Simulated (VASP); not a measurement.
# MnSb (Fm-3m) in VASP: notebook

Runs on MnSb. Level: PBE. Tasks: single point.

Everything below comes from runs of VASP 6.6.1. Logs are shortened: lines on timing, memory, paths and dates and some standing lists are left out, and cuts for length are marked.

## 1. The cell of the first run

It takes space group Fm-3m (No. 225, cubic). The conventional cell has a = 5.101 Å, b = 5.101 Å, c = 5.101 Å, α = 90.00°, β = 90.00°, γ = 90.00°. Mn (site symmetry m-3m) has 6 Sb at 2.55 Å within 3.4 Å. Sb (site symmetry m-3m) has 6 Mn at 2.55 Å within 3.4 Å.

## 2. Single point, PBE, collinear spin, ferromagnetic start (volume scaled by 0.76)

INCAR

```
SYSTEM = MnSb
PREC = Accurate ; ENCUT = 520
EDIFF = 1E-6 ; ISMEAR = -1
SIGMA = 0.08 ; LREAL = .FALSE.
LASPH = .TRUE. ; NELM = 150
ALGO = Normal ; ISIF = 2
LWAVE = .FALSE. ; LCHARG = .TRUE.
ISPIN = 2 ; MAGMOM = 4 0
LORBIT = 11 ; LMAXMIX = 4
GGA = PE ; LELF = .TRUE.
LVHAR = .TRUE. ; NBANDS = 20
```

KPOINTS

```
Automatic mesh
0
G
  12 12 12
  0 0 0
```

POSCAR

```
MnSb
1.0
    0.0000000000      2.5506771745      2.5506771745
    2.5506771745      0.0000000000      2.5506771745
    2.5506771745      2.5506771745      0.0000000000
Mn Sb
1 1
Direct
    0.0000000000      0.0000000000      0.0000000000
    0.5000000000      0.5000000000      0.5000000000
```

Potentials or basis: VASP PAW PBE potentials, release 64 (Mn_pv, Sb).

On the command line:

```sh
$ cat potpaw_PBE.64/Mn_pv/POTCAR potpaw_PBE.64/Sb/POTCAR > POTCAR
$ mpirun -np 1 vasp_std > vasp.out
```

OUTCAR:

```text
SYSTEM = MnSb
   PREC = Accurate
   ENCUT = 520
   EDIFF = 1E-6
   ISMEAR = -1
   LREAL = .FALSE.
   LASPH = .TRUE.
   NELM = 150
   ISIF = 2
   ISPIN = 2
   LORBIT = 11
   GGA = PE

 ion  position               nearest neighbor table
   1  0.000  0.000  0.000-   2 2.55   2 2.55   2 2.55   2 2.55   2 2.55   2 2.55
   2  0.500  0.500  0.500-   1 2.55   1 2.55   1 2.55   1 2.55   1 2.55   1 2.55

  LATTYP: Found a face centered cubic cell.
 ALAT       =     5.1013543490

  Lattice vectors:

 A1 = (   0.0000000000,   2.5506771745,   2.5506771745)
 A2 = (   2.5506771745,   0.0000000000,   2.5506771745)
 A3 = (   2.5506771745,   2.5506771745,   0.0000000000)

Analysis of symmetry for initial positions (statically):
=====================================================================
 Subroutine PRICEL returns:
 Original cell was already a primitive cell.

 Routine SETGRP: Setting up the symmetry group for a
 face centered cubic supercell.

 Subroutine GETGRP returns: Found 48 space group operations
 (whereof 48 operations were pure point group operations)
 out of a pool of 48 trial point group operations.

The static configuration has the point symmetry O_h .

Analysis of symmetry for dynamics (positions and initial velocities):
=====================================================================
 Subroutine PRICEL returns:
 Original cell was already a primitive cell.

 Routine SETGRP: Setting up the symmetry group for a
 face centered cubic supercell.

 Subroutine GETGRP returns: Found 48 space group operations
 (whereof 48 operations were pure point group operations)
 out of a pool of 48 trial point group operations.

The dynamic configuration has the point symmetry O_h .

Analysis of structural, dynamic, and magnetic symmetry:
=====================================================================
 Subroutine PRICEL returns:
 Original cell was already a primitive cell.

 Routine SETGRP: Setting up the symmetry group for a
 face centered cubic supercell.

 Subroutine GETGRP returns: Found 48 space group operations
 (whereof 48 operations were pure point group operations)
 out of a pool of 48 trial point group operations.

The overall configuration has the point symmetry O_h .

 Subroutine INISYM returns: Found 48 space group operations
 (whereof 48 operations are pure point group operations),
 and found     1 'primitive' translations

----------------------------------------------------------------------------------------

                                     Primitive cell

  volume of cell :      33.1892

  direct lattice vectors                    reciprocal lattice vectors
     0.000000000  2.550677175  2.550677175    -0.196026375  0.196026375  0.196026375
     2.550677175  0.000000000  2.550677175     0.196026375 -0.196026375  0.196026375
     2.550677175  2.550677175  0.000000000     0.196026375  0.196026375 -0.196026375

  length of vectors
     3.607202253  3.607202253  3.607202253     0.339527641  0.339527641  0.339527641

  position of ions in fractional coordinates (direct lattice)
     0.000000000  0.000000000  0.000000000
     0.500000000  0.500000000  0.500000000

  ion indices of the primitive-cell ions
   primitive index   ion index
                 1           1
                 2           2

----------------------------------------------------------------------------------------

 KPOINTS: Automatic mesh

Automatic generation of k-mesh.
 Grid dimensions read from file:
 generate k-points for:   12   12   12

 Generating k-lattice:

  Cartesian coordinates                     Fractional coordinates (reciprocal lattice)
    -0.016335531  0.016335531  0.016335531     0.083333333  0.000000000  0.000000000
     0.016335531 -0.016335531  0.016335531     0.000000000  0.083333333  0.000000000
     0.016335531  0.016335531 -0.016335531     0.000000000  0.000000000  0.083333333

  Length of vectors
     0.028293970  0.028293970  0.028293970

  Shift w.r.t. Gamma in fractional coordinates (k-lattice)
     0.000000000  0.000000000  0.000000000

 Subroutine IBZKPT returns following result:
 ===========================================

 Found     72 irreducible k-points:

 Following reciprocal coordinates:
            Coordinates               Weight
  0.000000  0.000000  0.000000      1.000000
  0.083333  0.000000  0.000000      8.000000
  0.166667  0.000000  0.000000      8.000000
  0.250000  0.000000  0.000000      8.000000
  0.333333  0.000000  0.000000      8.000000
  0.416667  0.000000  0.000000      8.000000
[... 16 lines left out ...]
  0.500000  0.166667  0.000000     24.000000
 -0.416667  0.166667  0.000000     24.000000
 [... further k-points ...]
   k-points           NKPTS =     72   k-points in BZ     NKDIM =     72   number of bands    NBANDS=     20
   number of dos      NEDOS =    301   number of ions     NIONS =      2
   total plane-waves  NPLWV =  21952
   dimension x,y,z NGX =    28 NGY =   28 NGZ =   28
   dimension x,y,z NGXF=    56 NGYF=   56 NGZF=   56
   ions per type =               1   1
   NGX,Y,Z   is equivalent  to a cutoff of  12.90, 12.90, 12.90 a.u.
   NGXF,Y,Z  is equivalent  to a cutoff of  25.81, 25.81, 25.81 a.u.
 SYSTEM =  MnSb
   PREC   = accura    normal or accurate (medium, high low for compatibility)
   ISTART =      0    job   : 0-new  1-cont  2-samecut
   ICHARG =      2    charge: 1-file 2-atom 10-const
   ISPIN  =      2    spin polarized calculation?
   LNONCOLLINEAR =      F non collinear calculations
   LSORBIT =      F    spin-orbit coupling
   LASPH  =      T    aspherical Exc in radial PAW
   ENCUT  =  520.0 eV  38.22 Ry    6.18 a.u.   6.71  6.71  6.71*2*pi/ulx,y,z
   NELM   =    150;   NELMIN=  2; NELMDL= -5     # of ELM steps
   EDIFF  = 0.1E-05   stopping-criterion for ELM
   LREAL  =      F    real-space projection
   EDIFFG = 0.1E-04   stopping-criterion for IOM
   NSW    =      0    number of steps for IOM
   IBRION =     -1    ionic relax: 0-MD 1-quasi-New 2-CG
   NFREE  =      0    steps in history (QN), initial steepest desc. (CG)
   ISIF   =      2    stress and relaxation
   ISYM   =      2    0-nonsym 1-usesym 2-fastsym
   POTIM  = 0.5000    time-step for ionic-motion
   TEBEG  =    0.0;   TEEND  =   0.0 temperature during run
   PSTRESS=    0.0 pullay stress
   NELECT =      18.0000    total number of electrons
   NUPDOWN=      -1.0000    fix difference up-down
   EMIN   =  10.00;   EMAX   =-10.00  energy-range for DOS
   EFERMI =   0.00;   METHOD = LEGACY
   ISMEAR =    -1;   SIGMA  =   0.08  broadening in eV -4-tet -1-fermi 0-gaus
   EFERMI_NEDOS =   21; number of points for ismear=-14 and -15
   IALGO  =     38    algorithm
   IMIX   =      4    mixing-type and parameters
     AMIX     =   0.40;   BMIX     =  1.00
     AMIX_MAG =   1.60;   BMIX_MAG =  1.00
  volume/ion in A,a.u.               =      16.59       111.99
  Fermi-wavevector in a.u.,A,eV,Ry     =   1.335058  2.522894 24.250755  1.782380
  Thomas-Fermi vector in A             =   2.463792
   LORBIT       =     11    0 simple, 1 ext, 2 COOP (PROOUT), +10 PAW based schemes
   GGA     = PE    functional components
   LHFCALC =     F    Hartree Fock is set to
   AEXX    =    0.0000 exact exchange contribution
   IVDW    =     0    specifies the selected vdW correction
   LEPSILON=     F    determine dielectric tensor
   LRPA    =     F    only Hartree local field effects (RPA)
 spin polarized calculation
  energy-cutoff  :      520.00
  volume of cell :       33.19
 maximum number of plane-waves:       911
   NGX = 13   NGY = 13   NGZ = 13

 number of electron      18.0000010 magnetization       2.9371896

 Free energy of the ion-electron system (eV)
  ---------------------------------------------------
  ext. energy  EPLUGINS =         0.00000000
  ---------------------------------------------------
  free energy    TOTEN  =       -12.17385514 eV

  energy without entropy =      -12.13634236  energy(sigma->0) =      -12.15509875

 E-fermi :  11.0874     XC(G=0): -11.9264

 val. band max:       11.0799343062   @ k =   0.4167   0.1667   0.0000
 cond. band min:      11.0925552225   @ k =  -0.4167   0.3333   0.0833
 fundamental gap:      0.0126209163
 Fermi energy:        11.0873804634

 spin component 1

 k-point     1 :       0.0000    0.0000    0.0000
  band No.  band energies     occupation
      1     -38.4852      1.00000
      2     -38.4852      1.00000
      3     -38.4852      1.00000
      4      -2.2897      1.00000
      5       8.2128      1.00000
      6       8.2128      1.00000
[... 12 lines left out ...]
     19      22.4913      0.00000
     20      22.4914      0.00000
[... 507 lines left out ...]
 k-point    24 :      -0.4167    0.1667    0.0000
  band No.  band energies     occupation
      1     -38.4979      1.00000
      2     -38.4875      1.00000
      3     -38.4847      1.00000
      4       1.0765      1.00000
      5       4.1629      1.00000
      6       6.7482      1.00000
[... 12 lines left out ...]
     19      25.7131      0.00000
     20      28.9849      0.00000

 [... further k-points ...]

 spin component 2

 k-point     1 :       0.0000    0.0000    0.0000
  band No.  band energies     occupation
      1     -35.4911      1.00000
      2     -35.4910      1.00000
      3     -35.4910      1.00000
      4      -2.1797      1.00000
      5      10.6779      0.99405
      6      10.6779      0.99405
[... 12 lines left out ...]
     19      23.2366      0.00000
     20      23.2366      0.00000
[... 507 lines left out ...]
 k-point    24 :      -0.4167    0.1667    0.0000
  band No.  band energies     occupation
      1     -35.5069      1.00000
      2     -35.4939      1.00000
      3     -35.4904      1.00000
      4       1.1070      1.00000
      5       4.5764      1.00000
      6       7.7527      1.00000
[... 12 lines left out ...]
     19      26.2060      0.00000
     20      29.2080      0.00000

 [... further k-points ...]

------------------------ aborting loop because EDIFF is reached ----------------------------------------

  FORCE on cell =-STRESS in cart. coord.  units (eV):
  Direction    XX          YY          ZZ          XY          YZ          ZX
  --------------------------------------------------------------------------------------
  -------------------------------------------------------------------------------------
  Total        5.5743682      5.5743682      5.5743682     -0.0000000     -0.0000000     -0.0000000
  in kB      269.0975553    269.0975553    269.0975553     -0.0000000     -0.0000000     -0.0000000
  external PRESSURE =     269.0975553 kB  Pullay stress =       0.0000000 kB

 VOLUME and BASIS-vectors are now :
 -----------------------------------------------------------------------------
  energy-cutoff  :      520.00
  volume of cell :       33.19
      direct lattice vectors                 reciprocal lattice vectors
     0.000000000  2.550677175  2.550677175    -0.196026375  0.196026375  0.196026375
     2.550677175  0.000000000  2.550677175     0.196026375 -0.196026375  0.196026375
     2.550677175  2.550677175  0.000000000     0.196026375  0.196026375 -0.196026375

 POSITION                                       TOTAL-FORCE (eV/Angst)
 -----------------------------------------------------------------------------------
      0.00000      0.00000      0.00000         0.000000      0.000000     -0.000000
      2.55068      2.55068      2.55068         0.000000      0.000000      0.000000
 -----------------------------------------------------------------------------------
    total drift:                               -0.000000     -0.000000      0.000000

  FREE ENERGIE OF THE ION-ELECTRON SYSTEM (eV)
  ---------------------------------------------------
  free  energy   TOTEN  =       -12.1738551390 eV

  energy  without entropy=      -12.1363423648  energy(sigma->0) =      -12.15509875

 total charge

# of ion       s       p       d       tot
------------------------------------------
    1        0.332   6.272   5.253  11.858
    2        1.128   1.427   0.082   2.637
--------------------------------------------------
tot          1.460   7.700   5.335  14.495

 magnetization (x)

# of ion       s       p       d       tot
------------------------------------------
    1        0.074   0.032   2.813   2.919
    2        0.002  -0.092   0.012  -0.079
--------------------------------------------------
tot          0.076  -0.060   2.825   2.840
```

Wall time 47 s (1 thread of Intel Xeon 6975P-C (Granite Rapids), shared host); peak memory 0.22 GiB.

What came out:

| Property | Result |
| --- | --- |
| Free energy | -12.1739 eV |
| Pressure | 26.9 GPa |
| Net moment | 2.94 μB per cell |
| Site moments | Mn +2.92; Sb -0.08 μB |
| Valence electrons inside the program's atomic spheres | Mn 11.86; Sb 2.64 |

Levels at points of the mesh, in eV from the Fermi level:
Spin up:
| k point | band 8 | band 9 | band 10 | band 11 | band 12 | band 13 |
| --- | --- | --- | --- | --- | --- | --- |
| (0.00, 0.00, 0.00) | -2.44 | -2.44 | 2.21 | 2.21 | 2.21 | 8.01 |
| (0.50, 0.00, 0.00) | -2.20 | -2.20 | -1.71 | 4.53 | 4.53 | 5.05 |
| (0.50, 0.50, 0.00) | -1.97 | -1.97 | -1.73 | -1.73 | -0.76 | 2.77 |
Spin down:
| k point | band 5 | band 6 | band 7 | band 8 | band 9 | band 10 |
| --- | --- | --- | --- | --- | --- | --- |
| (0.00, 0.00, 0.00) | -0.41 | -0.41 | -0.41 | -0.29 | -0.29 | 2.28 |
| (0.50, 0.00, 0.00) | -7.04 | -2.66 | -2.66 | 0.55 | 0.55 | 0.94 |
| (0.50, 0.50, 0.00) | -5.85 | -1.80 | -1.58 | -1.58 | 0.16 | 0.97 |

Caveat: spin-orbit coupling is left out, which moves the levels of the heavy elements; a cell with one magnetic atom can't hold antiferromagnetic order, which such compounds often take.

## 3. Single point, PBE, collinear spin, ferromagnetic start (volume scaled by 0.82)

INCAR

```
SYSTEM = MnSb
ALGO = Normal
EDIFF = 1E-6
ENCUT = 520
GGA = PE
ISIF = 2
ISMEAR = -1
ISPIN = 2
LASPH = .TRUE.
LCHARG = .FALSE.
LMAXMIX = 4
LORBIT = 11
LREAL = .FALSE.
LWAVE = .FALSE.
MAGMOM = 4 0
NBANDS = 20
NELM = 150
PREC = Accurate
SIGMA = 0.08
```

KPOINTS

```
k-points
0
G
  12 12 12
  0 0 0
```

POSCAR

```
MnSb
1.0
    0.0000000000      2.6161074795      2.6161074795
    2.6161074795      0.0000000000      2.6161074795
    2.6161074795      2.6161074795      0.0000000000
Mn Sb
1 1
Direct
    0.0000000000      0.0000000000      0.0000000000
    0.5000000000      0.5000000000      0.5000000000
```

Potentials or basis: VASP PAW PBE potentials, release 64 (Mn_pv, Sb).

On the command line:

```sh
$ cat potpaw_PBE.64/Mn_pv/POTCAR potpaw_PBE.64/Sb/POTCAR > POTCAR
$ mpirun -np 1 vasp_std > vasp.out
```

Wall time 48 s (1 thread of Intel Xeon 6975P-C (Granite Rapids), shared host); peak memory 0.22 GiB.

The run converged. Its results:

```
Free energy                                           : -12.5259 eV
Pressure                                              : 16.5 GPa
Net moment                                            : 3.26 μB per cell
Site moments                                          : Mn +3.22; Sb -0.09 μB
Valence electrons inside the program's atomic spheres : Mn 11.72; Sb 2.58
```

Levels at points of the mesh, in eV from the Fermi level:
Spin up:
```csv
k point,band 6,band 7,band 8,band 9,band 10,band 11,band 12,band 13,band 14,band 15
"(0.00, 0.00, 0.00)",-2.95,-2.95,-2.59,-2.59,1.88,1.88,1.88,7.78,8.06,9.10
"(0.50, 0.00, 0.00)",-3.97,-3.97,-2.37,-2.37,-1.94,3.93,3.93,4.71,5.48,5.48
"(0.50, 0.50, 0.00)",-3.64,-2.31,-2.19,-2.19,-1.71,-1.71,-1.10,2.12,5.43,14.70
```
Spin down:
```tsv
k point	band 4	band 5	band 6	band 7	band 8	band 9	band 10	band 11
(0.00, 0.00, 0.00)	-12.74	-0.21	-0.21	-0.21	-0.16	-0.16	1.94	1.94
(0.50, 0.00, 0.00)	-9.93	-6.61	-2.42	-2.42	0.67	0.67	1.00	4.78
(0.50, 0.50, 0.00)	-9.49	-5.50	-1.56	-1.56	-1.48	0.25	1.05	1.05
```

Caveat: spin-orbit coupling is left out, which moves the levels of the heavy elements; a cell with one magnetic atom can't hold antiferromagnetic order, which such compounds often take.

## 4. Single point, PBE, collinear spin, ferromagnetic start (volume scaled by 0.88)

INCAR

```
ALGO     = Normal         # electronic algorithm
EDIFF    = 1E-6           # SCF threshold, eV
ENCUT    = 520            # plane-wave cutoff, eV
GGA      = PE             # functional
ISIF     = 2              # what is computed and relaxed
ISMEAR   = -1             # smearing method
ISPIN    = 2              # spin polarisation
LASPH    = T              # aspherical terms in the spheres
LCHARG   = F              # write CHGCAR
LMAXMIX  = 4              # l up to which the mixer works
LORBIT   = 11             # projections on sites
LREAL    = F              # projectors in reciprocal space
LWAVE    = F              # write WAVECAR
MAGMOM   = 4 0            # initial moments
NBANDS   = 20             # bands
NELM     = 150            # most SCF steps
PREC     = Accurate       # precision mode
SIGMA    = 0.08           # smearing width, eV
```

KPOINTS

```
k-points
0
Gamma
  12 12 12
```

POSCAR

```
MnSb
1.0
    0.0000000000      2.6784190326      2.6784190326
    2.6784190326      0.0000000000      2.6784190326
    2.6784190326      2.6784190326      0.0000000000
Mn Sb
1 1
Direct
    0.0000000000      0.0000000000      0.0000000000
    0.5000000000      0.5000000000      0.5000000000
```

On the command line:

```sh
$ cat potpaw_PBE.64/Mn_pv/POTCAR potpaw_PBE.64/Sb/POTCAR > POTCAR
$ mpirun -np 1 vasp_std > vasp.out
```

It took 2.8 min on 1 thread of Oxide Virtual Turin-like, shared host; peak memory 0.2 GiB.

The run converged. Its results:

| Item | Value |
| --- | --- |
| Free energy | -12.7349 eV |
| Pressure | 9.2 GPa |
| Net moment | 3.53 μB per cell |
| Site moments | Mn +3.46; Sb -0.09 μB |
| Valence electrons inside the program's atomic spheres | Mn 11.61; Sb 2.54 |

Levels at points of the mesh, in eV from the Fermi level:
Spin up:
```
           k point  band 9  band 10  band 11  band 12  band 13  band 14
(0.00, 0.00, 0.00)   -2.70     1.64     1.64     1.64     6.68     8.09
(0.50, 0.00, 0.00)   -2.52    -2.13     3.44     3.44     4.43     5.21
(0.50, 0.50, 0.00)   -2.37    -1.66    -1.66    -1.37     1.62     5.17
```
Spin down:
| k point | band 5 | band 6 | band 7 | band 8 | band 9 | band 10 |
| --- | --- | --- | --- | --- | --- | --- |
| (0.00, 0.00, 0.00) | -0.04 | -0.04 | -0.02 | -0.02 | -0.02 | 1.68 |
| (0.50, 0.00, 0.00) | -6.21 | -2.20 | -2.20 | 0.77 | 0.77 | 1.05 |
| (0.50, 0.50, 0.00) | -5.16 | -1.51 | -1.51 | -1.18 | 0.32 | 1.05 |

Caveat: spin-orbit coupling is left out, which moves the levels of the heavy elements; a cell with one magnetic atom can't hold antiferromagnetic order, which such compounds often take.

## 5. Summary

| cell | gap on the mesh (eV) | pressure (GPa) | moment (μB) |
| --- | --- | --- | --- |
| a = 3.607 Å, angles 60.0°, 2 atoms | none | 26.9 | 2.94 |
| a = 3.700 Å, angles 60.0°, 2 atoms | none | 16.5 | 3.26 |
| a = 3.788 Å, angles 60.0°, 2 atoms | none | 9.2 | 3.53 |

Alike in all rows: task single point; level PBE; potentials or basis VASP PAW PBE potentials, release 64 (Mn_pv, Sb); spin collinear, ferromagnetic start; k mesh 12 × 12 × 12; cutoff (eV) 520; smearing fermi-dirac 0.08 eV.

Caveats: spin-orbit coupling is left out, which moves the levels of the heavy elements; a cell with one magnetic atom can't hold antiferromagnetic order, which such compounds often take.

Total energies depend on the potentials used, so only differences within one code and one set of settings carry meaning.
